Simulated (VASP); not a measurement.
# HfC (Fm-3m) in VASP: settings compared, part 2 of 2

VASP 6.6.1.

## 4. Single point, BLYP+D3(BJ)

This run uses another cell than the first one, of 12.37 Å³/atom, 0.984 times its volume.

The input, INCAR:

```
SYSTEM = HfC
PREC = Accurate ; ENCUT = 520
EDIFF = 1E-7 ; ISMEAR = -1
SIGMA = 0.05 ; LREAL = .FALSE.
LASPH = .TRUE. ; NELM = 60
ALGO = Normal ; ISIF = 2
LWAVE = .FALSE. ; LCHARG = .FALSE.
GGA = B5 ; ALDAX = 1.0
AGGAX = 1.0 ; AGGAC = 1.0
ALDAC = 0.0 ; IVDW = 12
VDW_S6 = 1.0 ; VDW_S8 = 2.6996
VDW_A1 = 0.4298 ; VDW_A2 = 4.2359
NBANDS = 14
```

The input, KPOINTS:

```
regular mesh
0
G
  10 10 10
  0 0 0
```

The input, POSCAR:

```
HfC
1.0
    0.0000000000      2.3124368502      2.3124368502
    2.3124368502      0.0000000000      2.3124368502
    2.3124368502      2.3124368502      0.0000000000
Hf C
1 1
Direct
    0.5000000000      0.5000000000      0.5000000000
    0.0000000000      0.0000000000      0.0000000000
```

Potentials or basis: VASP PAW PBE potentials, release 64 (Hf_pv, C).

The run is started by

```bash
$ cat potpaw_PBE.64/Hf_pv/POTCAR potpaw_PBE.64/C/POTCAR > POTCAR
$ mpirun -np 1 vasp_std > vasp.out
```

OUTCAR:

```text
SYSTEM = HfC
   PREC = Accurate
   ENCUT = 520
   EDIFF = 1E-7
   ISMEAR = -1
   LREAL = .FALSE.
   LASPH = .TRUE.
   NELM = 60
   ISIF = 2
   GGA = B5
   IVDW = 12
 IVDW          = 12

 ion  position               nearest neighbor table
   1  0.500  0.500  0.500-   2 2.31   2 2.31   2 2.31   2 2.31   2 2.31   2 2.31
   2  0.000  0.000  0.000-   1 2.31   1 2.31   1 2.31   1 2.31   1 2.31   1 2.31

  LATTYP: Found a face centered cubic cell.
 ALAT       =     4.6248737004

  Lattice vectors:

 A1 = (   0.0000000000,   2.3124368502,   2.3124368502)
 A2 = (   2.3124368502,   0.0000000000,   2.3124368502)
 A3 = (   2.3124368502,   2.3124368502,   0.0000000000)

Analysis of symmetry for initial positions (statically):
=====================================================================
 Subroutine PRICEL returns:
 Original cell was already a primitive cell.

 Routine SETGRP: Setting up the symmetry group for a
 face centered cubic supercell.

 Subroutine GETGRP returns: Found 48 space group operations
 (whereof 48 operations were pure point group operations)
 out of a pool of 48 trial point group operations.

The static configuration has the point symmetry O_h .

Analysis of symmetry for dynamics (positions and initial velocities):
=====================================================================
 Subroutine PRICEL returns:
 Original cell was already a primitive cell.

 Routine SETGRP: Setting up the symmetry group for a
 face centered cubic supercell.

 Subroutine GETGRP returns: Found 48 space group operations
 (whereof 48 operations were pure point group operations)
 out of a pool of 48 trial point group operations.

The dynamic configuration has the point symmetry O_h .

 Subroutine INISYM returns: Found 48 space group operations
 (whereof 48 operations are pure point group operations),
 and found     1 'primitive' translations

----------------------------------------------------------------------------------------

[... 121 lines left out ...]
   LEPSILON=     F    determine dielectric tensor
   LRPA    =     F    only Hartree local field effects (RPA)
 non-spin polarized calculation
  energy-cutoff  :      520.00
  volume of cell :       24.73
 maximum number of plane-waves:       678
   NGX = 13   NGY = 13   NGZ = 13

 number of electron      14.0000002 magnetization

 Free energy of the ion-electron system (eV)
  ---------------------------------------------------
  ext. energy  EPLUGINS =         0.00000000
  ---------------------------------------------------
  free energy    TOTEN  =       -19.09594854 eV

  energy without entropy =      -19.09338740  energy(sigma->0) =      -19.09466797

 E-fermi :   6.6186     XC(G=0): -11.6897

 val. band max:        6.6081193911   @ k =   0.2000   0.2000   0.0000
 cond. band min:       6.7291805879   @ k =   0.1000   0.1000   0.0000
 fundamental gap:      0.1210611968
 Fermi energy:         6.6185706167

 k-point     1 :       0.0000    0.0000    0.0000
  band No.  band energies     occupation
      1     -22.9201      2.00000
      2     -22.9201      2.00000
      3     -22.9201      2.00000
      4      -5.6709      2.00000
      5       7.5644      0.00000
      6       7.5644      0.00000
      7       7.5644      0.00000
      8       7.9746      0.00000
      9       7.9746      0.00000
     10       7.9746      0.00000
     11       9.9701      0.00000
     12       9.9701      0.00000
     13      13.8127      0.00000
     14      18.1524      0.00000
[... 377 lines left out ...]
      1     -23.4368      2.00000
      2     -23.1281      2.00000
      3     -23.1063      2.00000
      4      -3.6427      2.00000
      5       2.9607      2.00000
      6       4.8479      2.00000
      7       5.8838      2.00000
      8       6.8320      0.02761
      9      11.9446      0.00000
     10      12.9368      0.00000
     11      13.0662      0.00000
     12      15.1015      0.00000
     13      18.3792      0.00000
     14      19.5533      0.00000

 [... further k-points ...]

------------------------ aborting loop because EDIFF is reached ----------------------------------------

 Edisp (eV)   -1.72088

 E8    (eV) :    -1.3145

  FORCE on cell =-STRESS in cart. coord.  units (eV):
  Direction    XX          YY          ZZ          XY          YZ          ZX
  --------------------------------------------------------------------------------------
  -------------------------------------------------------------------------------------
  Total       0.01279     0.01279     0.01279     0.00000     0.00000    -0.00000
  in kB       0.82831     0.82831     0.82831     0.00000     0.00000    -0.00000
  external pressure =        0.83 kB  Pullay stress =        0.00 kB

 VOLUME and BASIS-vectors are now :
 -----------------------------------------------------------------------------
  energy-cutoff  :      520.00
  volume of cell :       24.73
      direct lattice vectors                 reciprocal lattice vectors
     0.000000000  2.312436850  2.312436850    -0.216222121  0.216222121  0.216222121
     2.312436850  0.000000000  2.312436850     0.216222121 -0.216222121  0.216222121
     2.312436850  2.312436850  0.000000000     0.216222121  0.216222121 -0.216222121

 POSITION                                       TOTAL-FORCE (eV/Angst)
 -----------------------------------------------------------------------------------
      2.31244      2.31244      2.31244        -0.000000     -0.000000     -0.000000
      0.00000      0.00000      0.00000         0.000000      0.000000      0.000000
 -----------------------------------------------------------------------------------
    total drift:                                0.000000     -0.000000      0.000000

  FREE ENERGIE OF THE ION-ELECTRON SYSTEM (eV)
  ---------------------------------------------------
  free  energy   TOTEN  =       -20.8168316615 eV

  energy  without entropy=      -20.8142705244  energy(sigma->0) =      -20.81555109
```

Wall time 19 s (1 thread of Intel Xeon 8259CL, shared host); peak memory 0.16 GiB.

What came out:

* Free energy: -20.8168 eV
* Pressure: 0.1 GPa
* Band gap on the k mesh: zero (band 7 reaches 7.56 eV, above the bottom of band 8 at 6.20 eV)
* Dispersion energy per atom: -0.860 eV

Caveat: the PAW data sets were made with another functional, which shifts forces and pressure a little; spin-orbit coupling is left out, which moves the levels of the heavy elements; pairwise dispersion overbinds metals, which lowers pressure and volume.

## 5. Single point, PBE

The input, INCAR:

```
PREC = Accurate ; ENCUT = 520
EDIFF = 1E-6 ; ISMEAR = 0
SIGMA = 0.019000000000000003 ; LREAL = False
LASPH = True ; NELM = 60
ALGO = Normal ; ISIF = 2
LWAVE = False ; LCHARG = False
GGA = PE ; NBANDS = 14
```

The input, KPOINTS:

```
regular mesh
0
Gamma
  10 10 10
```

The input, POSCAR:

```
HfC
1.0
    0.0000000000      2.3250000000      2.3250000000
    2.3250000000      0.0000000000      2.3250000000
    2.3250000000      2.3250000000      0.0000000000
Hf C
1 1
Direct
    0.5000000000      0.5000000000      0.5000000000
    0.0000000000      0.0000000000      0.0000000000
```

The run is started by

```bash
$ cat potpaw_PBE.64/Hf_pv/POTCAR potpaw_PBE.64/C/POTCAR > POTCAR
$ mpirun -np 1 vasp_std > vasp.out
```

It took 13 s on 1 thread of Intel Xeon 8259CL, shared host; peak memory 0.15 GiB.

The run converged. Its results:

* Free energy: -21.0428 eV
* Pressure: -0.5 GPa
* Band gap on the k mesh: zero (band 7 reaches 6.95 eV, above the bottom of band 8 at 5.55 eV)

Levels at points of the mesh, in eV from the Fermi level:
```
           k point  band 5  band 6  band 7  band 8  band 9  band 10
(0.00, 0.00, 0.00)    0.98    0.98    0.98    1.37    1.37     1.37
(0.50, 0.00, 0.00)   -6.16   -3.00   -3.00    5.30    5.30     5.76
(0.50, 0.50, 0.00)   -2.61   -1.79   -0.12   -0.12    5.29     6.72
```

Caveat: spin-orbit coupling is left out, which moves the levels of the heavy elements.

## 6. Relaxation of cell and atoms, BLYP+D3(BJ)

The input, INCAR:

```
SYSTEM = HfC
PREC = Accurate
ENCUT = 600
EDIFF = 1E-7
ISMEAR = -1
SIGMA = 0.05
LREAL = .FALSE.
LASPH = .TRUE.
NELM = 60
ALGO = Normal
ISIF = 3
LWAVE = .FALSE.
LCHARG = .FALSE.
GGA = B5
ALDAX = 1.0
AGGAX = 1.0
AGGAC = 1.0
ALDAC = 0.0
IVDW = 12
VDW_S6 = 1.0
VDW_S8 = 2.6996
VDW_A1 = 0.4298
VDW_A2 = 4.2359
IBRION = 2
NSW = 80
EDIFFG = -0.005
```

The input, KPOINTS:

```
regular mesh
0
G
  10 10 10
  0 0 0
```

POSCAR is that of step 5.

Potentials or basis: VASP PAW PBE potentials, release 64 (Hf_pv, C).

The run is started by

```bash
$ cat potpaw_PBE.64/Hf_pv/POTCAR potpaw_PBE.64/C/POTCAR > POTCAR
$ mpirun -np 1 vasp_std > vasp.out
```

It took 1.9 min on 1 thread of Intel Xeon 8259CL, shared host; peak memory 0.18 GiB.

Results (log left out):

```
Free energy                            : -20.8178 eV
Relaxed volume                         : 12.37 Å³/atom
Relaxed cell                           : a = 3.270 Å, b = 3.270 Å, c = 3.270 Å, α = 60.00°, β = 60.00°, γ = 60.00°
Space group after relaxing (to 0.05 Å) : Fm-3m (No. 225)
Energy gained by relaxing              : 2.5 meV/atom
Ionic steps                            : 3
Pressure after relaxing                : 0.0 GPa
Band gap on the k mesh                 : zero (band 7 reaches 7.56 eV, above the bottom of band 8 at 6.20 eV)
Dispersion energy per atom             : -0.860 eV
```

The path:
```tsv
step	energy change (eV)	largest force (eV/Å)	pressure (GPa)	volume (Å³)
1	0.0000	0.0000	-3.89	25.14
2	0.0102	0.0000	7.30	24.04
3	-0.0050	0.0000	-0.04	24.73
```

Final structure:
```
Hf C
1.0
     0.00000    2.31243    2.31243
     2.31243    0.00000    2.31243
     2.31243    2.31243    0.00000
Hf C
1 1
Cartesian
  2.3124 2.3124 2.3124
  0.0000 0.0000 0.0000
```

Levels at points of the mesh, in eV from the Fermi level:
```tsv
k point	band 4	band 5	band 6	band 7	band 8	band 9	band 10	band 11
(0.00, 0.00, 0.00)	-12.29	0.95	0.95	0.95	1.36	1.36	1.36	3.35
(0.50, 0.00, 0.00)	-8.53	-6.09	-3.08	-3.08	5.24	5.24	5.77	6.99
(0.50, 0.50, 0.00)	-10.49	-2.44	-1.73	-0.08	-0.08	5.26	6.65	6.65
```

Caveat: the PAW data sets were made with another functional, which shifts forces and pressure a little; spin-orbit coupling is left out, which moves the levels of the heavy elements; pairwise dispersion overbinds metals, which lowers pressure and volume.

## 7. Summary

| task | level | potentials or basis | U | cell | k mesh | cutoff (eV) | smearing | gap on the mesh (eV) | pressure (GPa) | relaxed volume (Å³/atom) |
| --- | --- | --- | --- | --- | --- | --- | --- | --- | --- | --- |
| relaxation of cell and atoms | LDA+U | VASP PAW LDA potentials, release 64 (Hf_pv, C) | Hf d U = 8.0 eV | relaxed from a = 3.288 Å, angles 60.0°, 2 atoms | 10 × 10 × 10 | 600 | fermi-dirac 0.05 eV | none | 0.0 | 13.47 |
| single point | PBE | VASP PAW PBE potentials, release 64 (Hf_pv, C) | - | a = 3.288 Å, angles 60.0°, 2 atoms | 7 × 7 × 7 | 520 | fermi-dirac 0.03 eV | none | -0.4 | - |
| single point | BLYP+D3(BJ) | VASP PAW PBE potentials, release 64 (Hf_pv, C) | - | a = 3.270 Å, angles 60.0°, 2 atoms | 10 × 10 × 10 | 520 | fermi-dirac 0.05 eV | none | 0.1 | - |
| single point | PBE | VASP PAW PBE potentials, release 64 (Hf_pv, C) | - | a = 3.288 Å, angles 60.0°, 2 atoms | 10 × 10 × 10 | 520 | gaussian 0.019 eV | none | -0.5 | - |
| relaxation of cell and atoms | BLYP+D3(BJ) | VASP PAW PBE potentials, release 64 (Hf_pv, C) | - | relaxed from a = 3.288 Å, angles 60.0°, 2 atoms | 10 × 10 × 10 | 600 | fermi-dirac 0.05 eV | none | 0.0 | 12.37 |

Alike in all rows: no spin polarisation.

Caveats: spin-orbit coupling is left out, which moves the levels of the heavy elements; the PAW data sets were made with another functional, which shifts forces and pressure a little (some runs); pairwise dispersion overbinds metals, which lowers pressure and volume (some runs); U without spin polarisation on a metal has little footing (some runs); the U is typed as a test and isn't derived for this compound (some runs).

Absolute energies hang on the potentials; compare differences alone.
